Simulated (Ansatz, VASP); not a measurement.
## SnO2 in VASP and in Ansatz

INCAR

```
PREC = Accurate
ENCUT = 520
EDIFF = 1E-7
ISMEAR = 0
SIGMA = 0.05
LREAL = False
LASPH = True
NELM = 60
ALGO = Normal
ISIF = 2
LWAVE = False
LCHARG = False
NBANDS = 35
```

KPOINTS

```
regular mesh
0
Gamma
  6 6 8
```

POSCAR

```
SnO2
1.0
    4.7201335122      0.0000000000      0.0000000000
    0.0000000000      4.7206343096      0.0000000000
    0.0000000000      0.0000000000      3.1145231189
Sn O
2 4
Direct
    0.5000000000      0.5000000000      0.5007371719
    0.0000000000      0.0000000000     -0.0007371719
    0.3059920350      0.3061675039     -0.0047039304
    0.8059920350      0.1938324961      0.5047039304
    0.1940079650      0.8061675039      0.5047039304
    0.6940079650      0.6938324961     -0.0047039304
```

Input for Ansatz:

```yaml
crystal:
  lattice:
    - [4.7201335122, 0.0, 0.0]
    - [0.0, 4.7206343096, 0.0]
    - [0.0, 0.0, 3.1145231189]
  atoms:
    - { symbol: Sn, position: [0.5, 0.5, 0.5007371719] }
    - { symbol: Sn, position: [0.0, 0.0, -0.0007371719] }
    - { symbol: O, position: [0.305992035, 0.3061675039, -0.0047039304] }
    - { symbol: O, position: [0.805992035, 0.1938324961, 0.5047039304] }
    - { symbol: O, position: [0.194007965, 0.8061675039, 0.5047039304] }
    - { symbol: O, position: [0.694007965, 0.6938324961, -0.0047039304] }
basis:
  ecutwfc: 520.0
kpoints:
  mp_grid: { grid: [6, 6, 8] }
hamiltonian:
  xc: lda
  pseudopotentials: { kind: paw, azcp: { folder: soft_1 } }
scf:
  occupations: { method: gaussian, width: 0.05 }
output:
  forces: true
  stress: true
  eigenvalues: true
  write_density: true
  write_potential: true
  elf: true
  volumetric_format: npy
```

Change from the starting cell: mode 14 frozen in at -0.015 Å, normal strain along z -0.0233.

Alike in both runs: task single point; functional LDA; k mesh 6 × 6 × 8; occupations gaussian, width 0.05 eV; no spin polarisation.

|  | VASP | Ansatz |
| --- | --- | --- |
| version | VASP 6.6.1 | Ansatz 0.2.0 |
| potentials or method | VASP PAW LDA potentials, release 64 (Sn_d, O), cutoff 520 eV | scalar-relativistic, plane waves, PAW |
| valence electrons in the cell | 52 | 52 |

|  | VASP | Ansatz | Ansatz less VASP |
| --- | --- | --- | --- |
| gap on the k mesh at the Fermi level (eV) | 1.57 | 1.54 | -0.028 |
| least direct gap on the mesh (eV) | 1.57 | 1.54 | -0.028 |
| pressure (GPa) | 8.1 | 6.6 | -1.55 |
| traceless stress, the component that is largest in VASP (GPa) | 5.49 | 4.99 | -0.495 |
| rms of the force components (eV/Å) | 0.229 | 0.212 | -0.0171 |

Ansatz warns that its potentials were made for another functional, while VASP's fit it. LDA's correlation is that of Perdew and Zunger in VASP and of Perdew and Wang (1992) in Ansatz. Atom by atom the forces differ by 0.023 eV/Å (rms over components).
